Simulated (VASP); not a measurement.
# Mg8H in VASP: notebook, part 2 of 2

VASP 6.6.1. Earlier steps stand in the parts before.

**4. Single point, PBE**

The input, INCAR:

```
SYSTEM = Mg8H
ALGO = Normal
DIPOL = 0.5 0.5 0.323
EDIFF = 1E-6
ENCUT = 520
GGA = PE
IDIPOL = 3
ISIF = 2
ISMEAR = 0
LASPH = .TRUE.
LCHARG = .FALSE.
LDIPOL = .TRUE.
LREAL = .FALSE.
LWAVE = .FALSE.
NBANDS = 18
NELM = 80
PREC = Accurate
SIGMA = 0.1
```

The input, KPOINTS:

```
k-points
0
G
  4 5 1
  0 0 0
```

The input, POSCAR:

```
Mg8H
1.0
    6.4201385733      0.0000000000      0.0000000000
    0.0000000000      5.1379129567      0.0000000000
    0.0000000000      0.0000000000     19.1644777330
Mg H
8 1
Direct
    0.0000000000      0.7500000000      0.2087194890
    0.5000000000      0.7500000000      0.2087194890
    0.2500000000      0.2500000000      0.2570728643
    0.7500000000      0.2500000000      0.2570728643
    0.2500000000      0.7500000000      0.3587181927
    0.7500000000      0.7500000000      0.3587181927
    0.0000000000      0.2500000000      0.3999314690
    0.5000000000      0.2500000000      0.3999314690
    0.1875000000      0.3750000000      0.4581736174
```

Potentials or basis: VASP PAW PBE potentials, release 64 (Mg, H).

On the command line:

```bash
$ cat potpaw_PBE.64/Mg/POTCAR potpaw_PBE.64/H/POTCAR > POTCAR
$ mpirun -np 1 vasp_std > vasp.out
```

OUTCAR:

```text
SYSTEM = Mg8H
   EDIFF = 1E-6
   ENCUT = 520
   GGA = PE
   ISIF = 2
   ISMEAR = 0
   LASPH = .TRUE.
   LREAL = .FALSE.
   NELM = 80
   PREC = Accurate

 ion  position               nearest neighbor table
   1  0.000  0.750  0.209-   3 3.17   4 3.17   3 3.17   4 3.17   2 3.21   2 3.21   6 3.29   5 3.29

   2  0.500  0.750  0.209-   3 3.17   4 3.17   3 3.17   4 3.17   1 3.21   1 3.21   6 3.29   5 3.29

   3  0.250  0.250  0.257-   1 3.17   2 3.17   1 3.17   2 3.17   7 3.17   8 3.17   4 3.21   4 3.21
                             5 3.22   5 3.22
   4  0.750  0.250  0.257-   1 3.17   2 3.17   1 3.17   2 3.17   7 3.17   8 3.17   3 3.21   3 3.21
                             6 3.22   6 3.22
   5  0.250  0.750  0.359-   7 3.13   8 3.13   7 3.13   8 3.13   6 3.21   6 3.21   3 3.22   3 3.22
                             1 3.29   2 3.29
   6  0.750  0.750  0.359-   7 3.13   8 3.13   7 3.13   8 3.13   5 3.21   5 3.21   4 3.22   4 3.22
                             1 3.29   2 3.29
   7  0.000  0.250  0.400-   9 1.76   6 3.13   5 3.13   5 3.13   6 3.13   4 3.17   3 3.17   8 3.21
                             8 3.21
   8  0.500  0.250  0.400-   5 3.13   6 3.13   5 3.13   6 3.13   3 3.17   4 3.17   7 3.21   7 3.21
[... 426 lines left out ...]
     18       2.2122      0.00000

------------------------ aborting loop because EDIFF is reached ----------------------------------------

 vacuum level on the upper side and lower side of the slab       (xc-potential included)         0.146        -0.306

  FORCE on cell =-STRESS in cart. coord.  units (eV):
  Direction    XX          YY          ZZ          XY          YZ          ZX
  --------------------------------------------------------------------------------------
  -------------------------------------------------------------------------------------
  Total       -2.7135839     -1.5884700     -0.7272764      0.1361259      0.4573812      0.7443830
  in kB       -6.8774225     -4.0258859     -1.8432402      0.3450032      1.1592064      1.8865960
  external PRESSURE =      -4.2488495 kB  Pullay stress =       0.0000000 kB

 VOLUME and BASIS-vectors are now :
 -----------------------------------------------------------------------------
  energy-cutoff  :      520.00
  volume of cell :      632.16
      direct lattice vectors                 reciprocal lattice vectors
     6.420138573  0.000000000  0.000000000     0.155759878  0.000000000  0.000000000
     0.000000000  5.137912957  0.000000000     0.000000000  0.194631557  0.000000000
     0.000000000  0.000000000 19.164477733     0.000000000  0.000000000  0.052179872

 POSITION                                       TOTAL-FORCE (eV/Angst)
 -----------------------------------------------------------------------------------
      0.00000      3.85343      4.00000         0.043290     -0.069036      0.204317
      3.21007      3.85343      4.00000        -0.039620     -0.067131      0.216506
      1.60503      1.28448      4.92667         0.012329      0.048704     -0.156271
      4.81510      1.28448      4.92667         0.033729      0.085077     -0.133276
      1.60503      3.85343      6.87465        -0.008566     -0.100720     -0.044202
      4.81510      3.85343      6.87465        -0.052019      0.032004      0.023644
      0.00000      1.28448      7.66448        -0.458361     -0.228689     -0.256483
      3.21007      1.28448      7.66448        -0.279905      0.057407      0.129408
      1.20378      1.92672      8.78066         0.749122      0.242385      0.016357
 -----------------------------------------------------------------------------------
    total drift:                               -0.000029      0.000015     -0.000127

  FREE ENERGIE OF THE ION-ELECTRON SYSTEM (eV)
  ---------------------------------------------------
  free  energy   TOTEN  =       -12.5129919905 eV

  energy  without entropy=      -12.4789125384  energy(sigma->0) =      -12.49595226

 vacuum level on the upper side and lower side of the slab         2.097         1.613
```

stdout:

```text
POSCAR found type information on POSCAR MgH
 POSCAR found :  2 types and       9 ions
 scaLAPACK will be used
 LDA part: xc-table for (Slater+PW92), standard interpolation
 POSCAR, INCAR and KPOINTS ok, starting setup
 FFT: planning ... GRIDC
 FFT: planning ... GRID_SOFT
 FFT: planning ... GRID
 WAVECAR not read
 entering main loop
```

It took 4.9 min on 1 thread of Intel Xeon Platinum 8259CL at 2.50GHz (Skylake/Cascade Lake), shared host; peak memory 0.61 GiB.

What came out:

- Free energy: -12.5130 eV
- Largest force: 0.788 eV/Å
- Band gap on the k mesh: zero (an odd number of electrons rules out a gap without spin polarisation)

Forces in eV/Å, atoms in the order of the input:
```
Mg   0.043 -0.069  0.204
Mg  -0.040 -0.067  0.217
Mg   0.012  0.049 -0.156
Mg   0.034  0.085 -0.133
Mg  -0.009 -0.101 -0.044
Mg  -0.052  0.032  0.024
Mg  -0.458 -0.229 -0.256
Mg  -0.280  0.057  0.129
H    0.749  0.242  0.016
```

Levels at points of the mesh, in eV from the Fermi level:
| k point | band 7 | band 8 | band 9 | band 10 | band 11 | band 12 |
| --- | --- | --- | --- | --- | --- | --- |
| (0.00, 0.00, 0.00) | -0.71 | -0.25 | -0.11 | 0.52 | 1.25 | 1.79 |
| (0.50, 0.00, 0.00) | 0.05 | 0.06 | 0.65 | 0.74 | 1.21 | 1.68 |

**5. Single point, PBE**

The input, INCAR:

```
  ALGO = Normal
  DIPOL = 0.5 0.5 0.322
  EDIFF = 1E-6
  ENCUT = 520
  GGA = PE
  IDIPOL = 3
  ISIF = 2
  ISMEAR = 0
  LASPH = True
  LCHARG = False
  LDIPOL = True
  LREAL = False
  LWAVE = False
  NBANDS = 18
  NELM = 100
  PREC = Accurate
  SIGMA = 0.1
```

The input, KPOINTS:

```
k-points
0
Gamma
  4 5 1
```

POSCAR, as its differences from that of step 4:

```diff
@@ -16,2 +16,2 @@
     0.5000000000      0.2500000000      0.3999314690
-    0.1875000000      0.3750000000      0.4581736174
+    0.1875000000      0.6250000000      0.4460362614
```

Potentials or basis: VASP PAW PBE potentials, release 64 (Mg, H).

On the command line:

```bash
$ cat potpaw_PBE.64/Mg/POTCAR potpaw_PBE.64/H/POTCAR > POTCAR
$ mpirun -np 1 vasp_std > vasp.out
```

OUTCAR:

```text
EDIFF = 1E-6
   ENCUT = 520
   GGA = PE
   ISIF = 2
   ISMEAR = 0
   LASPH = True
   LREAL = False
   NELM = 100
   PREC = Accurate

 ion  position               nearest neighbor table
   1  0.000  0.750  0.209-   3 3.17   4 3.17   3 3.17   4 3.17   2 3.21   2 3.21   6 3.29   5 3.29

   2  0.500  0.750  0.209-   3 3.17   4 3.17   3 3.17   4 3.17   1 3.21   1 3.21   6 3.29   5 3.29

   3  0.250  0.250  0.257-   1 3.17   2 3.17   1 3.17   2 3.17   7 3.17   8 3.17   4 3.21   4 3.21
                             5 3.22   5 3.22
   4  0.750  0.250  0.257-   1 3.17   2 3.17   1 3.17   2 3.17   7 3.17   8 3.17   3 3.21   3 3.21
                             6 3.22   6 3.22
   5  0.250  0.750  0.359-   9 1.84   8 3.13   7 3.13   7 3.13   8 3.13   6 3.21   6 3.21   3 3.22
                             3 3.22   2 3.29   1 3.29
   6  0.750  0.750  0.359-   7 3.13   8 3.13   7 3.13   8 3.13   5 3.21   5 3.21   4 3.22   4 3.22
                             1 3.29   2 3.29
   7  0.000  0.250  0.400-   5 3.13   6 3.13   5 3.13   6 3.13   3 3.17   4 3.17   8 3.21   8 3.21

   8  0.500  0.250  0.400-   5 3.13   6 3.13   5 3.13   6 3.13   3 3.17   4 3.17   7 3.21   7 3.21

   9  0.188  0.625  0.446-   5 1.84

[... 426 lines left out ...]

------------------------ aborting loop because EDIFF is reached ----------------------------------------

 vacuum level on the upper side and lower side of the slab       (xc-potential included)        -0.026        -0.199

  FORCE on cell =-STRESS in cart. coord.  units (eV):
  Direction    XX          YY          ZZ          XY          YZ          ZX
  --------------------------------------------------------------------------------------
  -------------------------------------------------------------------------------------
  Total       -2.2392616     -2.5414229     -0.9845875     -0.4991996     -0.3062259     -0.3644349
  in kB       -5.6752797     -6.4410904     -2.4953804     -1.2651926     -0.7761120     -0.9236394
  external PRESSURE =      -4.8705835 kB  Pullay stress =       0.0000000 kB

 VOLUME and BASIS-vectors are now :
 -----------------------------------------------------------------------------
  energy-cutoff  :      520.00
  volume of cell :      632.16
      direct lattice vectors                 reciprocal lattice vectors
     6.420138573  0.000000000  0.000000000     0.155759878  0.000000000  0.000000000
     0.000000000  5.137912957  0.000000000     0.000000000  0.194631557  0.000000000
     0.000000000  0.000000000 19.164477733     0.000000000  0.000000000  0.052179872

 POSITION                                       TOTAL-FORCE (eV/Angst)
 -----------------------------------------------------------------------------------
      0.00000      3.85343      4.00000         0.058835     -0.065506      0.243833
      3.21007      3.85343      4.00000        -0.061117     -0.055982      0.218906
      1.60503      1.28448      4.92667        -0.027835      0.001546     -0.054868
      4.81510      1.28448      4.92667         0.075132      0.057606     -0.109059
      1.60503      3.85343      6.87465         0.066465      0.153835     -0.196068
      4.81510      3.85343      6.87465        -0.039731     -0.014549     -0.149807
      0.00000      1.28448      7.66448         0.202447      0.383721      0.082859
      3.21007      1.28448      7.66448        -0.022799      0.081840     -0.037284
      1.20378      3.21120      8.54805        -0.251397     -0.542512      0.001488
 -----------------------------------------------------------------------------------
    total drift:                                0.000101      0.000069     -0.000013

  FREE ENERGIE OF THE ION-ELECTRON SYSTEM (eV)
  ---------------------------------------------------
  free  energy   TOTEN  =       -12.4022951188 eV

  energy  without entropy=      -12.3727274432  energy(sigma->0) =      -12.38751128

 vacuum level on the upper side and lower side of the slab         1.931         1.740
```

Wall time 5 min (1 thread of Intel Xeon Platinum 8259CL at 2.50GHz (Skylake/Cascade Lake), shared host); peak memory 0.6 GiB.

Results:

| Item | Value |
| --- | --- |
| Free energy | -12.4023 eV |
| Largest force | 0.598 eV/Å |
| Band gap on the k mesh | zero (an odd number of electrons rules out a gap without spin polarisation) |

Forces in eV/Å, atoms in the order of the input:
```
Mg   0.059 -0.066  0.244
Mg  -0.061 -0.056  0.219
Mg  -0.028  0.002 -0.055
Mg   0.075  0.058 -0.109
Mg   0.066  0.154 -0.196
Mg  -0.040 -0.015 -0.150
Mg   0.202  0.384  0.083
Mg  -0.023  0.082 -0.037
H   -0.251 -0.543  0.001
```

Levels at points of the mesh, in eV from the Fermi level:
```tsv
k point	band 7	band 8	band 9	band 10	band 11	band 12
(0.00, 0.00, 0.00)	-0.67	-0.25	-0.09	0.61	1.36	1.64
(0.50, 0.00, 0.00)	0.07	0.09	0.63	0.77	1.27	1.71
```

**6. Summary**

```tsv
cell	gap on the mesh (eV)	largest force (eV/Å)
as given, atomic positions A	none	0.26
as given, atomic positions B	none	0.54
as given, atomic positions C	none	0.79
as given, atomic positions D	none	0.60
```

Alike in all rows: task single point; level PBE; potentials or basis VASP PAW PBE potentials, release 64 (Mg, H); no spin polarisation; k mesh 4 × 5 × 1; cutoff (eV) 520; smearing gaussian 0.1 eV.

Absolute energies hang on the potentials; compare differences alone.
